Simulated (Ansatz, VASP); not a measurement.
# Hg: VASP beside Ansatz

```xyz
1
Lattice="-1.7934 1.7934 1.7934 1.7934 -1.7934 1.7934 1.7934 1.7934 -1.7934" Properties=species:S:1:pos:R:3 pbc="T T T"
Hg    0.0000    0.0000    0.0000
```

Alike in both runs: task relaxation of cell and atoms; functional RPBE; k mesh 12 × 12 × 12; occupations fermi-dirac, width 0.1 eV; no spin polarisation.

|  | VASP | Ansatz |
| --- | --- | --- |
| version | VASP 6.6.1 | Ansatz 0.2.0 |
| potentials or method | VASP PAW PBE potentials, release 64 (Hg), cutoff 600 eV | plane waves (420 eV) with PAW, scalar-relativistic |
| valence electrons in the cell | 12 | 20 |

```csv
,VASP,Ansatz,Ansatz less VASP
"gap on the k mesh at the Fermi level, each at its own relaxed structure (eV)",3.76,4.04,+0.283
relaxed volume (Å³/atom),87.37,103.13,+15.760
relaxed cell length with the largest relative difference (Å),4.842,5.117,+0.2752
```

VASP's potentials were made for PBE, not for RPBE. One of these differences is far larger than is usual between the two programs; its cause wasn't traced. VASP's potentials hold 12 valence electrons a cell and Ansatz's 20, so a difference there can come from the potentials and not from the codes.

Spin-orbit coupling is off throughout. Noted on VASP's run: the volume moved by over 15 % at a fixed basis, so the end points are rough.
